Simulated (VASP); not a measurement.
# Ag (Im-3m) in VASP: a series of runs

The runs below take Ag through single point, with PBEsol.

All numbers are computed with VASP 6.6.1; they aren't measurements. Logs are shortened: lines on timing, memory, paths and dates and some standing lists are left out, and cuts for length are marked.

## 1. The cell of the first run

The structure is cubic, space group Im-3m (No. 229). Conventional cell: a = 3.064 Å, b = 3.064 Å, c = 3.064 Å, α = 90.00°, β = 90.00°, γ = 90.00°. Within 3.5 Å of Ag (site symmetry m-3m) lie 14 Ag at 2.65 to 3.06 Å.

## 2. Single point, PBEsol (strain -0.050 along x and y, -0.050 along z)

INCAR reads:

```
PREC = Accurate
ENCUT = 520
EDIFF = 1E-6
ISMEAR = 0
SIGMA = 0.15
LREAL = F
LASPH = T
NELM = 80
ALGO = Fast
ISIF = 2
LWAVE = F
LCHARG = F
GGA = PS
NBANDS = 12
```

KPOINTS reads:

```
Automatic mesh
0
Gamma
  26 26 26
```

POSCAR reads:

```
Ag
1.0
   -1.5319294609      1.5319294609      1.5319294609
    1.5319294609     -1.5319294609      1.5319294609
    1.5319294609      1.5319294609     -1.5319294609
Ag
1
Direct
    0.0000000000      0.0000000000      0.0000000000
```

Potentials or basis: VASP PAW PBE potentials, release 64 (Ag).

The run is started by

```console
cat potpaw_PBE.64/Ag/POTCAR > POTCAR
mpirun -np 1 vasp_std > vasp.out
```

OUTCAR:

```text
PREC = Accurate
   ENCUT = 520
   EDIFF = 1E-6
   ISMEAR = 0
   LREAL = F
   LASPH = T
   NELM = 80
   ISIF = 2
   GGA = PS

 ion  position               nearest neighbor table
   1  0.000  0.000  0.000-

  LATTYP: Found a body centered cubic cell.
 ALAT       =     3.0638589218

  Lattice vectors:

 A1 = (  -1.5319294609,   1.5319294609,   1.5319294609)
 A2 = (   1.5319294609,  -1.5319294609,   1.5319294609)
 A3 = (   1.5319294609,   1.5319294609,  -1.5319294609)

Analysis of symmetry for initial positions (statically):
=====================================================================
 Subroutine PRICEL returns:
 Original cell was already a primitive cell.

 Routine SETGRP: Setting up the symmetry group for a
 body centered cubic supercell.

 Subroutine GETGRP returns: Found 48 space group operations
 (whereof 48 operations were pure point group operations)
 out of a pool of 48 trial point group operations.

The static configuration has the point symmetry O_h .

Analysis of symmetry for dynamics (positions and initial velocities):
=====================================================================
 Subroutine PRICEL returns:
 Original cell was already a primitive cell.

 Routine SETGRP: Setting up the symmetry group for a
 body centered cubic supercell.

 Subroutine GETGRP returns: Found 48 space group operations
 (whereof 48 operations were pure point group operations)
 out of a pool of 48 trial point group operations.

The dynamic configuration has the point symmetry O_h .

 Subroutine INISYM returns: Found 48 space group operations
 (whereof 48 operations are pure point group operations),
 and found     1 'primitive' translations

----------------------------------------------------------------------------------------

                                     Primitive cell

  volume of cell :      14.3806

  direct lattice vectors                    reciprocal lattice vectors
    -1.531929461  1.531929461  1.531929461     0.000000000  0.326385785  0.326385785
     1.531929461 -1.531929461  1.531929461     0.326385785  0.000000000  0.326385785
     1.531929461  1.531929461 -1.531929461     0.326385785  0.326385785  0.000000000

  length of vectors
     2.653379660  2.653379660  2.653379660     0.461579204  0.461579204  0.461579204

  position of ions in fractional coordinates (direct lattice)
     0.000000000  0.000000000  0.000000000

  ion indices of the primitive-cell ions
   primitive index   ion index
                 1           1

----------------------------------------------------------------------------------------

 KPOINTS: Automatic mesh

Automatic generation of k-mesh.
 Grid dimensions read from file:
 generate k-points for:   26   26   26

 Generating k-lattice:

  Cartesian coordinates                     Fractional coordinates (reciprocal lattice)
     0.000000000  0.012553299  0.012553299     0.038461538  0.000000000  0.000000000
     0.012553299  0.000000000  0.012553299     0.000000000  0.038461538  0.000000000
     0.012553299  0.012553299  0.000000000     0.000000000  0.000000000  0.038461538

  Length of vectors
     0.017753046  0.017753046  0.017753046

  Shift w.r.t. Gamma in fractional coordinates (k-lattice)
     0.000000000  0.000000000  0.000000000

 Subroutine IBZKPT returns following result:
 ===========================================

 Found    511 irreducible k-points:

 Following reciprocal coordinates:
            Coordinates               Weight
  0.000000  0.000000  0.000000      1.000000
  0.038462  0.000000  0.000000     12.000000
  0.076923  0.000000  0.000000     12.000000
  0.115385  0.000000  0.000000     12.000000
  0.153846  0.000000  0.000000     12.000000
  0.192308  0.000000  0.000000     12.000000
[... 16 lines left out ...]
  0.346154  0.038462  0.000000     48.000000
  0.384615  0.038462  0.000000     48.000000
 [... further k-points ...]
   k-points           NKPTS =    511   k-points in BZ     NKDIM =    511   number of bands    NBANDS=     12
   number of dos      NEDOS =    301   number of ions     NIONS =      1
   total plane-waves  NPLWV =   8000
   dimension x,y,z NGX =    20 NGY =   20 NGZ =   20
   dimension x,y,z NGXF=    40 NGYF=   40 NGZF=   40
   ions per type =               1
   NGX,Y,Z   is equivalent  to a cutoff of  12.53, 12.53, 12.53 a.u.
   NGXF,Y,Z  is equivalent  to a cutoff of  25.06, 25.06, 25.06 a.u.
 SYSTEM =  unknown system
   PREC   = accura    normal or accurate (medium, high low for compatibility)
   ISTART =      0    job   : 0-new  1-cont  2-samecut
   ICHARG =      2    charge: 1-file 2-atom 10-const
   ISPIN  =      1    spin polarized calculation?
   LNONCOLLINEAR =      F non collinear calculations
   LSORBIT =      F    spin-orbit coupling
   LASPH  =      T    aspherical Exc in radial PAW
   ENCUT  =  520.0 eV  38.22 Ry    6.18 a.u.   4.93  4.93  4.93*2*pi/ulx,y,z
   NELM   =     80;   NELMIN=  2; NELMDL= -5     # of ELM steps
   EDIFF  = 0.1E-05   stopping-criterion for ELM
   LREAL  =      F    real-space projection
[... 7 lines left out ...]
   TEBEG  =    0.0;   TEEND  =   0.0 temperature during run
   PSTRESS=    0.0 pullay stress
   NELECT =      11.0000    total number of electrons
   NUPDOWN=      -1.0000    fix difference up-down
   EMIN   =  10.00;   EMAX   =-10.00  energy-range for DOS
   EFERMI =   0.00;   METHOD = LEGACY
   ISMEAR =     0;   SIGMA  =   0.15  broadening in eV -4-tet -1-fermi 0-gaus
   EFERMI_NEDOS =   21; number of points for ismear=-14 and -15
   IALGO  =     68    algorithm
   IMIX   =      4    mixing-type and parameters
     AMIX     =   0.40;   BMIX     =  1.00
     AMIX_MAG =   1.60;   BMIX_MAG =  1.00
  volume/ion in A,a.u.               =      14.38        97.04
  Fermi-wavevector in a.u.,A,eV,Ry     =   1.497202  2.829301 30.498993  2.241613
  Thomas-Fermi vector in A             =   2.609120
   LORBIT       =      0    0 simple, 1 ext, 2 COOP (PROOUT), +10 PAW based schemes
   GGA     = PS    functional components
   LHFCALC =     F    Hartree Fock is set to
   AEXX    =    0.0000 exact exchange contribution
   IVDW    =     0    specifies the selected vdW correction
   LEPSILON=     F    determine dielectric tensor
   LRPA    =     F    only Hartree local field effects (RPA)
 non-spin polarized calculation
 RMM-DIIS sequential band-by-band and
 Gauss-broadening in eV      SIGMA  =   0.15
  energy-cutoff  :      520.00
  volume of cell :       14.38
 maximum number of plane-waves:       402
   NGX =  9   NGY =  9   NGZ =  9

 number of electron      10.9999994 magnetization

 Free energy of the ion-electron system (eV)
  ---------------------------------------------------
  ext. energy  EPLUGINS =         0.00000000
  ---------------------------------------------------
  free energy    TOTEN  =        -3.10435611 eV

  energy without entropy =       -3.10043931  energy(sigma->0) =       -3.10239771

 E-fermi :  10.9096     XC(G=0): -13.4591

 val. band max:       10.9089096798   @ k =  -0.3462   0.4231   0.1538
 cond. band min:      10.9138477088   @ k =  -0.3077   0.3462   0.2692
 fundamental gap:      0.0049380289
 Fermi energy:        10.9096087764

 k-point     1 :       0.0000    0.0000    0.0000
  band No.  band energies     occupation
      1       1.6650      2.00000
      2       5.2114      2.00000
      3       5.2114      2.00000
      4       5.2114      2.00000
      5       6.9902      2.00000
      6       6.9902      2.00000
      7      29.2951      0.00000
      8      29.2951      0.00000
      9      29.2951      0.00000
     10      37.3717      0.00000
     11      37.3717      0.00000
     12      38.6488      0.00000

 k-point     2 :       0.0385    0.0000    0.0000
  band No.  band energies     occupation
      1       1.7218      2.00000
      2       5.1944      2.00000
      3       5.2132      2.00000
      4       5.2486      2.00000
      5       6.9702      2.00000
      6       6.9914      2.00000
      7      29.2298      0.00000
      8      29.2989      0.00000
      9      29.3542      0.00000
     10      36.5470      0.00000
     11      37.0361      0.00000
     12      38.2761      0.00000

 k-point     3 :       0.0769    0.0000    0.0000
  band No.  band energies     occupation
      1       1.8894      2.00000
      2       5.1447      2.00000
      3       5.2182      2.00000
      4       5.3589      2.00000
      5       6.9158      2.00000
      6       6.9953      2.00000
      7      29.0002      0.00000
      8      29.2844      0.00000
      9      29.5282      0.00000
     10      35.5025      0.00000
     11      36.1534      0.00000
     12      37.3222      0.00000

 k-point     4 :       0.1154    0.0000    0.0000
  band No.  band energies     occupation
      1       2.1578      2.00000
      2       5.0660      2.00000
      3       5.2274      2.00000
      4       5.5390      2.00000
      5       6.8420      2.00000
      6       7.0022      2.00000
      7      28.5153      0.00000
      8      29.1758      0.00000
      9      29.8066      0.00000
     10      34.7299      0.00000
     11      35.1795      0.00000
     12      36.1381      0.00000

 k-point     5 :       0.1538    0.0000    0.0000
  band No.  band energies     occupation
      1       2.5047      2.00000
      2       4.9640      2.00000
      3       5.2505      2.00000
      4       5.7833      2.00000
      5       6.7701      2.00000
      6       7.0127      2.00000
      7      27.6817      0.00000
      8      28.8793      0.00000
      9      30.1728      0.00000
     10      34.3698      0.00000
     11      34.4394      0.00000
     12      34.8505      0.00000

 k-point     6 :       0.1923    0.0000    0.0000
  band No.  band energies     occupation
      1       2.8855      2.00000
      2       4.8458      2.00000
      3       5.3213      2.00000
      4       6.0832      2.00000
      5       6.7197      2.00000
      6       7.0275      2.00000
      7      26.4989      0.00000
      8      28.3692      0.00000
      9      30.6044      0.00000
     10      33.5348      0.00000
     11      34.0246      0.00000
     12      34.4646      0.00000

 k-point     7 :       0.2308    0.0000    0.0000
  band No.  band energies     occupation
      1       3.2197      2.00000
      2       4.7190      2.00000
      3       5.5149      2.00000
      4       6.4273      2.00000
      5       6.7023      2.00000
      6       7.0465      2.00000
      7      25.0673      0.00000
      8      27.7195      0.00000
      9      31.0747      0.00000
     10      32.2417      0.00000
     11      33.8754      0.00000
     12      34.9488      0.00000

 k-point     8 :       0.2692    0.0000    0.0000
  band No.  band energies     occupation
      1       3.4180      2.00000
      2       4.5913      2.00000
      3       5.9218      2.00000
      4       6.7193      2.00000
      5       6.8005      2.00000
      6       7.0691      2.00000
      7      23.5050      0.00000
      8      27.0295      0.00000
      9      31.0118      0.00000
     10      31.5537      0.00000
     11      33.8979      0.00000
     12      35.7282      0.00000
[... 166 lines left out ...]
 k-point    20 :       0.2308    0.0385    0.0000
  band No.  band energies     occupation
      1       3.3766      2.00000
      2       4.6614      2.00000
      3       5.6006      2.00000
      4       6.6794      2.00000
      5       6.7077      2.00000
      6       7.0838      2.00000
      7      24.3179      0.00000
      8      27.2720      0.00000
      9      30.8202      0.00000
     10      31.5865      0.00000
     11      34.4370      0.00000
     12      35.2872      0.00000

 k-point    21 :       0.2692    0.0385   -0.0000
  band No.  band energies     occupation
      1       3.4933      2.00000
      2       4.5366      2.00000
      3       6.0705      2.00000
      4       6.7211      2.00000
      5       7.0705      2.00000
      6       7.1747      2.00000
      7      22.7254      0.00000
      8      26.6045      0.00000
      9      29.9513      0.00000
     10      31.8832      0.00000
     11      34.3881      0.00000
     12      36.1050      0.00000

 k-point    22 :       0.3077    0.0385    0.0000
  band No.  band energies     occupation
      1       3.4839      2.00000
      2       4.4219      2.00000
      3       6.6105      2.00000
      4       6.8253      2.00000
      5       7.1637      2.00000
      6       7.6310      2.00000
      7      21.1261      0.00000
      8      25.9939      0.00000
      9      29.0010      0.00000
     10      32.2961      0.00000
     11      34.4551      0.00000
     12      36.9959      0.00000

 k-point    23 :       0.3462    0.0385    0.0000
  band No.  band energies     occupation
      1       3.4147      2.00000
      2       4.3230      2.00000
      3       6.7828      2.00000
      4       7.0583      2.00000
      5       7.4456      2.00000
      6       8.2519      2.00000
      7      19.5809      0.00000
      8      25.4743      0.00000
      9      28.1542      0.00000
     10      32.6667      0.00000
     11      34.5949      0.00000
     12      37.4644      0.00000

 k-point    24 :       0.3846    0.0385    0.0000
  band No.  band energies     occupation
      1       3.3335      2.00000
      2       4.2447      2.00000
      3       6.8477      2.00000
      4       7.1113      2.00000
      5       7.8389      2.00000
      6       9.0402      2.00000
      7      18.1579      0.00000
      8      25.0680      0.00000
      9      27.4691      0.00000
     10      32.9619      0.00000
     11      34.7721      0.00000
     12      37.2677      0.00000

 [... further k-points ...]

------------------------ aborting loop because EDIFF is reached ----------------------------------------

  FORCE on cell =-STRESS in cart. coord.  units (eV):
  Direction    XX          YY          ZZ          XY          YZ          ZX
  --------------------------------------------------------------------------------------
  -------------------------------------------------------------------------------------
  Total        2.4048460      2.4048460      2.4048460      0.0000000     -0.0000000      0.0000000
  in kB      267.9301344    267.9301344    267.9301344      0.0000000     -0.0000000      0.0000000
  external PRESSURE =     267.9301344 kB  Pullay stress =       0.0000000 kB

 VOLUME and BASIS-vectors are now :
 -----------------------------------------------------------------------------
  energy-cutoff  :      520.00
  volume of cell :       14.38
      direct lattice vectors                 reciprocal lattice vectors
    -1.531929461  1.531929461  1.531929461     0.000000000  0.326385785  0.326385785
     1.531929461 -1.531929461  1.531929461     0.326385785  0.000000000  0.326385785
     1.531929461  1.531929461 -1.531929461     0.326385785  0.326385785  0.000000000

 POSITION                                       TOTAL-FORCE (eV/Angst)
 -----------------------------------------------------------------------------------
      0.00000      0.00000      0.00000         0.000000      0.000000      0.000000
 -----------------------------------------------------------------------------------
    total drift:                                0.000000      0.000000      0.000000

  FREE ENERGIE OF THE ION-ELECTRON SYSTEM (eV)
  ---------------------------------------------------
  free  energy   TOTEN  =        -3.1043561121 eV

  energy  without entropy=       -3.1004393122  energy(sigma->0) =       -3.10239771
```

Run time: 26 s. Hardware: 1 thread of Intel Xeon 6975P-C (Granite Rapids), shared host; peak memory 0.19 GiB.

What came out:

- Free energy: -3.1044 eV
- Pressure: 26.8 GPa

Caveat: the cell differs from its parent crystal (strain -0.050 along x and y, -0.050 along z); the PAW data sets were made with another functional, which shifts forces and pressure a little.

## 3. Single point, PBEsol (strain -0.025 along x and y, -0.025 along z)

INCAR reads:

```
  PREC = Accurate
  ENCUT = 520
  EDIFF = 1E-7
  ISMEAR = 0
  SIGMA = 0.15
  LREAL = False
  LASPH = True
  NELM = 100
  ALGO = Normal
  ISIF = 2
  LWAVE = False
  LCHARG = False
  GGA = PS
  NBANDS = 12
```

KPOINTS reads:

```
regular mesh
0
Gamma
  26 26 26
```

POSCAR reads:

```
Ag
1.0
   -1.5722433941      1.5722433941      1.5722433941
    1.5722433941     -1.5722433941      1.5722433941
    1.5722433941      1.5722433941     -1.5722433941
Ag
1
Direct
    0.0000000000      0.0000000000      0.0000000000
```

Potentials or basis: VASP PAW PBE potentials, release 64 (Ag).

The run is started by

```console
cat potpaw_PBE.64/Ag/POTCAR > POTCAR
mpirun -np 1 vasp_std > vasp.out
```

It took 25 s on 1 thread of Intel Xeon 6975P-C (Granite Rapids), shared host; peak memory 0.2 GiB.

The run converged. Its results:

| Item | Value |
| --- | --- |
| Free energy | -3.2363 eV |
| Pressure | 10.5 GPa |

Levels at points of the mesh, in eV from the Fermi level:
```csv
k point,band 3,band 4,band 5,band 6,band 7,band 8,band 9,band 10
"(0.00, 0.00, 0.00)",-5.29,-5.29,-3.72,-3.72,18.23,18.23,18.23,25.49
"(0.50, 0.00, 0.00)",-3.78,-3.56,-2.51,-0.38,4.71,13.60,15.30,21.23
"(0.50, 0.50, 0.50)",-2.81,-2.81,-2.81,7.11,7.11,7.11,14.19,14.43
```

Caveat: the cell differs from its parent crystal (strain -0.025 along x and y, -0.025 along z); the PAW data sets were made with another functional, which shifts forces and pressure a little.

## 4. Single point, PBEsol (strain +0.025 along x and y, +0.025 along z)

INCAR reads:

```
SYSTEM = Ag
PREC = Accurate
ENCUT = 520
EDIFF = 1E-6
ISMEAR = 0
SIGMA = 0.15
LREAL = .False.
LASPH = .True.
NELM = 80
ALGO = Normal
ISIF = 2
LWAVE = .False.
LCHARG = .False.
GGA = PS
NBANDS = 12
```

KPOINTS reads:

```
Automatic mesh
0
Gamma
  26 26 26
  0 0 0
```

POSCAR reads:

```
Ag
1.0
   -1.6528712605      1.6528712605      1.6528712605
    1.6528712605     -1.6528712605      1.6528712605
    1.6528712605      1.6528712605     -1.6528712605
Ag
1
Direct
    0.0000000000      0.0000000000      0.0000000000
```

The run is started by

```console
cat potpaw_PBE.64/Ag/POTCAR > POTCAR
mpirun -np 1 vasp_std > vasp.out
```

It took 24 s on 1 thread of Intel Xeon 6975P-C (Granite Rapids), shared host; peak memory 0.22 GiB.

It converged, with:

- Free energy: -3.2421 eV
- Pressure: -7.0 GPa

Levels at points of the mesh, in eV from the Fermi level:
| k point | band 3 | band 4 | band 5 | band 6 | band 7 | band 8 |
| --- | --- | --- | --- | --- | --- | --- |
| (0.00, 0.00, 0.00) | -4.68 | -4.68 | -3.45 | -3.45 | 17.73 | 17.73 |
| (0.50, 0.00, 0.00) | -3.51 | -3.34 | -2.54 | 0.01 | 3.81 | 13.09 |
| (0.50, 0.50, 0.50) | -2.76 | -2.76 | -2.76 | 6.68 | 6.68 | 6.68 |

Caveat: the cell differs from its parent crystal (strain +0.025 along x and y, +0.025 along z); the PAW data sets were made with another functional, which shifts forces and pressure a little.

## 5. The runs side by side

| cell | gap on the mesh (eV) | pressure (GPa) |
| --- | --- | --- |
| a = 2.653 Å, angles 109.5°, 1 atom | none | 26.8 |
| a = 2.723 Å, angles 109.5°, 1 atom | none | 10.5 |
| a = 2.863 Å, angles 109.5°, 1 atom | none | -7.0 |

Alike in all rows: task single point; level PBEsol; potentials or basis VASP PAW PBE potentials, release 64 (Ag); no spin polarisation; k mesh 26 × 26 × 26; cutoff (eV) 520; smearing gaussian 0.15 eV.

Caveats: the PAW data sets were made with another functional, which shifts forces and pressure a little.

Total energies depend on the potentials used, so only differences within one code and one set of settings carry meaning.
